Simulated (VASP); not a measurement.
# SiC (rocksalt type) (Fm-3m) in VASP: a series of runs

SiC (rocksalt type) is run at these levels: r2SCAN; tasks: single point, relaxation of cell and atoms.

All numbers are computed with VASP 6.6.1; they aren't measurements. Logs are shortened: lines on timing, memory, paths and dates and some standing lists are left out, and cuts for length are marked.

## (1) The cell of the first run

Symmetry: Fm-3m, No. 225, cubic system. Conventional cell: a = 4.028 Å, b = 4.028 Å, c = 4.028 Å, α = 90.00°, β = 90.00°, γ = 90.00°. Si (site symmetry m-3m) has 6 C at 2.01 Å within 2.7 Å. Within 2.7 Å of C (site symmetry m-3m) lie 6 Si at 2.01 Å.

## (2) Single point, r2SCAN

File POSCAR:

```
SiC
1.0
    0.0000000000      2.0140760365      2.0140760365
    2.0140760365      0.0000000000      2.0140760365
    2.0140760365      2.0140760365      0.0000000000
Si C
1 1
Direct
    0.0000000000      0.0000000000      0.0000000000
    0.5000000000      0.5000000000      0.5000000000
```

File INCAR.step1:

```
SYSTEM = SiC
PREC = Accurate ; ENCUT = 660
ISMEAR = -1 ; SIGMA = 0.1
LREAL = .False. ; LASPH = .True.
NELM = 120 ; NBANDS = 11
GGA = PE ; ALGO = Normal
EDIFF = 1E-5 ; LWAVE = .True.
LCHARG = .False. ; GGA_COMPAT = .False.
```

File INCAR.step2:

```
SYSTEM = SiC
PREC = Accurate ; ENCUT = 660
EDIFF = 1E-6 ; ISMEAR = -1
SIGMA = 0.1 ; LREAL = .False.
LASPH = .True. ; NELM = 120
ALGO = Normal ; ISIF = 2
LWAVE = .False. ; LCHARG = .True.
METAGGA = R2SCAN ; LMIXTAU = .True.
LELF = .True. ; LVHAR = .True.
NBANDS = 11 ; ISTART = 1
GGA_COMPAT = .False.
```

File KPOINTS:

```
regular mesh
0
Gamma
  17 17 17
  0 0 0
```

Potentials or basis: VASP PAW PBE potentials, release 64 (Si, C).

The run is started by

```sh
$ cat potpaw_PBE.64/Si/POTCAR potpaw_PBE.64/C/POTCAR > POTCAR
$ cp INCAR.step1 INCAR
$ mpirun -np 1 vasp_std > vasp.out
$ cp INCAR.step2 INCAR
$ mpirun -np 1 vasp_std > vasp.out
```

OUTCAR:

```text
SYSTEM = SiC
   PREC = Accurate
   ENCUT = 660
   EDIFF = 1E-6
   ISMEAR = -1
   LREAL = .False.
   LASPH = .True.
   NELM = 120
   ISIF = 2
   METAGGA = R2SCAN
   ISTART = 1

 ion  position               nearest neighbor table
   1  0.000  0.000  0.000-   2 2.01   2 2.01   2 2.01   2 2.01   2 2.01   2 2.01
   2  0.500  0.500  0.500-   1 2.01   1 2.01   1 2.01   1 2.01   1 2.01   1 2.01

  LATTYP: Found a face centered cubic cell.
 ALAT       =     4.0281520730

  Lattice vectors:

 A1 = (   0.0000000000,   2.0140760365,   2.0140760365)
 A2 = (   2.0140760365,   0.0000000000,   2.0140760365)
 A3 = (   2.0140760365,   2.0140760365,   0.0000000000)

Analysis of symmetry for initial positions (statically):
=====================================================================
 Subroutine PRICEL returns:
 Original cell was already a primitive cell.

 Routine SETGRP: Setting up the symmetry group for a
 face centered cubic supercell.

 Subroutine GETGRP returns: Found 48 space group operations
 (whereof 48 operations were pure point group operations)
 out of a pool of 48 trial point group operations.

The static configuration has the point symmetry O_h .

Analysis of symmetry for dynamics (positions and initial velocities):
=====================================================================
 Subroutine PRICEL returns:
 Original cell was already a primitive cell.

 Routine SETGRP: Setting up the symmetry group for a
 face centered cubic supercell.

 Subroutine GETGRP returns: Found 48 space group operations
 (whereof 48 operations were pure point group operations)
 out of a pool of 48 trial point group operations.

The dynamic configuration has the point symmetry O_h .

 Subroutine INISYM returns: Found 48 space group operations
 (whereof 48 operations are pure point group operations),
 and found     1 'primitive' translations

----------------------------------------------------------------------------------------

                                     Primitive cell

  volume of cell :      16.3402

  direct lattice vectors                    reciprocal lattice vectors
     0.000000000  2.014076037  2.014076037    -0.248252792  0.248252792  0.248252792
     2.014076037  0.000000000  2.014076037     0.248252792 -0.248252792  0.248252792
     2.014076037  2.014076037  0.000000000     0.248252792  0.248252792 -0.248252792

  length of vectors
     2.848333646  2.848333646  2.848333646     0.429986449  0.429986449  0.429986449

  position of ions in fractional coordinates (direct lattice)
     0.000000000  0.000000000  0.000000000
     0.500000000  0.500000000  0.500000000

  ion indices of the primitive-cell ions
   primitive index   ion index
                 1           1
                 2           2

----------------------------------------------------------------------------------------

 KPOINTS: regular mesh

Automatic generation of k-mesh.
 Grid dimensions read from file:
 generate k-points for:   17   17   17

 Generating k-lattice:

  Cartesian coordinates                     Fractional coordinates (reciprocal lattice)
    -0.014603105  0.014603105  0.014603105     0.058823529  0.000000000  0.000000000
     0.014603105 -0.014603105  0.014603105     0.000000000  0.058823529  0.000000000
     0.014603105  0.014603105 -0.014603105     0.000000000  0.000000000  0.058823529

  Length of vectors
     0.025293321  0.025293321  0.025293321

  Shift w.r.t. Gamma in fractional coordinates (k-lattice)
     0.000000000  0.000000000  0.000000000

 Subroutine IBZKPT returns following result:
 ===========================================

 Found    165 irreducible k-points:

 Following reciprocal coordinates:
            Coordinates               Weight
  0.000000  0.000000  0.000000      1.000000
  0.058824  0.000000  0.000000      8.000000
  0.117647  0.000000  0.000000      8.000000
  0.176471  0.000000  0.000000      8.000000
  0.235294  0.000000  0.000000      8.000000
  0.294118  0.000000  0.000000      8.000000
[... 16 lines left out ...]
 -0.176471  0.058824  0.000000     24.000000
 -0.117647  0.058824  0.000000     24.000000
 [... further k-points ...]
   k-points           NKPTS =    165   k-points in BZ     NKDIM =    165   number of bands    NBANDS=     11
   number of dos      NEDOS =    301   number of ions     NIONS =      2
   total plane-waves  NPLWV =  13824
   dimension x,y,z NGX =    24 NGY =   24 NGZ =   24
   dimension x,y,z NGXF=    48 NGYF=   48 NGZF=   48
   ions per type =               1   1
   NGX,Y,Z   is equivalent  to a cutoff of  14.01, 14.01, 14.01 a.u.
   NGXF,Y,Z  is equivalent  to a cutoff of  28.02, 28.02, 28.02 a.u.
 SYSTEM =  SiC
   PREC   = accura    normal or accurate (medium, high low for compatibility)
   ISTART =      1    job   : 0-new  1-cont  2-samecut
   ICHARG =      0    charge: 1-file 2-atom 10-const
   ISPIN  =      1    spin polarized calculation?
   LNONCOLLINEAR =      F non collinear calculations
   LSORBIT =      F    spin-orbit coupling
   LASPH  =      T    aspherical Exc in radial PAW
   ENCUT  =  660.0 eV  48.51 Ry    6.96 a.u.   5.97  5.97  5.97*2*pi/ulx,y,z
   NELM   =    120;   NELMIN=  2; NELMDL=  0     # of ELM steps
   EDIFF  = 0.1E-05   stopping-criterion for ELM
   LREAL  =      F    real-space projection
   EDIFFG = 0.1E-04   stopping-criterion for IOM
   NSW    =      0    number of steps for IOM
   IBRION =     -1    ionic relax: 0-MD 1-quasi-New 2-CG
   NFREE  =      0    steps in history (QN), initial steepest desc. (CG)
   ISIF   =      2    stress and relaxation
   ISYM   =      2    0-nonsym 1-usesym 2-fastsym
   POTIM  = 0.5000    time-step for ionic-motion
   TEBEG  =    0.0;   TEEND  =   0.0 temperature during run
   PSTRESS=    0.0 pullay stress
   NELECT =       8.0000    total number of electrons
   NUPDOWN=      -1.0000    fix difference up-down
   EMIN   =  10.00;   EMAX   =-10.00  energy-range for DOS
   EFERMI =   0.00;   METHOD = LEGACY
   ISMEAR =    -1;   SIGMA  =   0.10  broadening in eV -4-tet -1-fermi 0-gaus
   EFERMI_NEDOS =   21; number of points for ismear=-14 and -15
   IALGO  =     38    algorithm
   IMIX   =      4    mixing-type and parameters
     AMIX     =   0.40;   BMIX     =  1.00
     AMIX_MAG =   1.60;   BMIX_MAG =  1.00
  volume/ion in A,a.u.               =       8.17        55.13
  Fermi-wavevector in a.u.,A,eV,Ry     =   1.290285  2.438285 22.651459  1.664835
  Thomas-Fermi vector in A             =   2.422126
   LORBIT       =      0    0 simple, 1 ext, 2 COOP (PROOUT), +10 PAW based schemes
   METAGGA = R2SCAN    functional components
   LHFCALC =     F    Hartree Fock is set to
   AEXX    =    0.0000 exact exchange contribution
   IVDW    =     0    specifies the selected vdW correction
   LEPSILON=     F    determine dielectric tensor
   LRPA    =     F    only Hartree local field effects (RPA)
 non-spin polarized calculation
  energy-cutoff  :      660.00
  volume of cell :       16.34
 maximum number of plane-waves:       644
   NGX = 11   NGY = 11   NGZ = 11

 number of electron       8.0000000 magnetization

 Free energy of the ion-electron system (eV)
  ---------------------------------------------------
  ext. energy  EPLUGINS =         0.00000000
  ---------------------------------------------------
  free energy    TOTEN  =       -17.66664596 eV

  energy without entropy =      -17.66054722  energy(sigma->0) =      -17.66359659

 E-fermi :  12.6819     XC(G=0): -13.5042

 val. band max:       12.6550363533   @ k =  -0.1176   0.0588   0.0000
 cond. band min:      12.6909009280   @ k =  -0.0588   0.0588   0.0000
 fundamental gap:      0.0358645747
 Fermi energy:        12.6818890614

 k-point     1 :       0.0000    0.0000    0.0000
  band No.  band energies     occupation
      1      -6.9743      2.00000
      2      12.6504      1.15639
      3      12.6504      1.15639
      4      12.6504      1.15639
      5      21.0655      0.00000
      6      22.0549      0.00000
      7      22.0549      0.00000
      8      22.0549      0.00000
      9      26.5547      0.00000
     10      26.5547      0.00000
     11      26.5547      0.00000

 k-point     2 :       0.0588    0.0000    0.0000
  band No.  band energies     occupation
      1      -6.8854      2.00000
      2      12.1408      1.99110
      3      12.5900      1.42980
      4      12.5900      1.42979
      5      21.2015      0.00000
      6      22.0213      0.00000
      7      22.2189      0.00000
      8      22.2189      0.00000
      9      25.2248      0.00000
     10      25.2248      0.00000
     11      26.4895      0.00000

 k-point     3 :       0.1176    0.0000    0.0000
  band No.  band energies     occupation
      1      -6.6191      2.00000
      2      10.8457      2.00000
      3      12.4285      1.85298
      4      12.4285      1.85298
      5      20.9602      0.00000
      6      22.4708      0.00000
      7      22.4708      0.00000
      8      22.5700      0.00000
      9      24.0712      0.00000
     10      24.0712      0.00000
     11      26.2477      0.00000

 k-point     4 :       0.1765    0.0000    0.0000
  band No.  band energies     occupation
      1      -6.1773      2.00000
      2       9.1484      2.00000
      3      12.2110      1.98214
      4      12.2110      1.98214
      5      20.4641      0.00000
      6      21.8207      0.00000
      7      21.8207      0.00000
      8      23.5134      0.00000
      9      24.3481      0.00000
     10      24.3481      0.00000
     11      25.9056      0.00000
[... 239 lines left out ...]
 k-point    22 :      -0.2353    0.0588    0.0000
  band No.  band energies     occupation
      1      -5.2441      2.00000
      2       6.7314      2.00000
      3      11.0547      2.00000
      4      12.2797      1.96480
      5      19.9883      0.00000
      6      20.1938      0.00000
      7      20.6140      0.00000
      8      24.2361      0.00000
      9      25.1037      0.00000
     10      25.9977      0.00000
     11      27.6639      0.00000

 k-point    23 :      -0.1765    0.0588    0.0000
  band No.  band energies     occupation
      1      -5.9134      2.00000
      2       8.5688      2.00000
      3      11.3071      2.00000
      4      12.5043      1.71038
      5      20.5976      0.00000
      6      20.9483      0.00000
      7      21.6137      0.00000
      8      23.2782      0.00000
      9      23.8554      0.00000
     10      26.1830      0.00000
     11      26.4505      0.00000

 k-point    24 :      -0.1176    0.0588    0.0000
  band No.  band energies     occupation
      1      -6.4126      2.00000
      2      10.2884      2.00000
      3      11.6348      1.99994
      4      12.6550      1.13346
      5      21.0791      0.00000
      6      22.0924      0.00000
      7      22.1150      0.00000
      8      22.7734      0.00000
      9      22.9872      0.00000
     10      25.2287      0.00000
     11      26.7336      0.00000

 [... further k-points ...]
[... 5 lines left out ...]
  --------------------------------------------------------------------------------------
  -------------------------------------------------------------------------------------
  Total        0.0038782      0.0038782      0.0038782     -0.0000000     -0.0000000      0.0000000
  in kB        0.3802614      0.3802614      0.3802614     -0.0000000     -0.0000000      0.0000000
  external PRESSURE =       0.3802614 kB  Pullay stress =       0.0000000 kB

 VOLUME and BASIS-vectors are now :
 -----------------------------------------------------------------------------
  energy-cutoff  :      660.00
  volume of cell :       16.34
      direct lattice vectors                 reciprocal lattice vectors
     0.000000000  2.014076037  2.014076037    -0.248252792  0.248252792  0.248252792
     2.014076037  0.000000000  2.014076037     0.248252792 -0.248252792  0.248252792
     2.014076037  2.014076037  0.000000000     0.248252792  0.248252792 -0.248252792

 POSITION                                       TOTAL-FORCE (eV/Angst)
 -----------------------------------------------------------------------------------
      0.00000      0.00000      0.00000        -0.000000     -0.000000      0.000000
      2.01408      2.01408      2.01408         0.000000      0.000000     -0.000000
 -----------------------------------------------------------------------------------
    total drift:                               -0.000000     -0.000000      0.000000

  FREE ENERGIE OF THE ION-ELECTRON SYSTEM (eV)
  ---------------------------------------------------
  free  energy   TOTEN  =       -17.6666459580 eV

  energy  without entropy=      -17.6605472169  energy(sigma->0) =      -17.66359659
```

Wall time 77 s (1 thread of Intel Xeon 6975P-C, shared host); peak memory 0.17 GiB.

What came out:

```
Free energy            : -17.6666 eV
Pressure               : 0.0 GPa
Band gap on the k mesh : zero (band 4 reaches 12.70 eV, above the bottom of band 5 at 12.07 eV)
```

Levels at points of the mesh, in eV from the Fermi level:
| k point | band 2 | band 3 | band 4 | band 5 | band 6 | band 7 |
| --- | --- | --- | --- | --- | --- | --- |
| (0.00, 0.00, 0.00) | -0.03 | -0.03 | -0.03 | 8.38 | 9.37 | 9.37 |

Caveat: the PAW data sets were made with another functional, which shifts forces and pressure a little.

(Continued in part 2 of 2.)
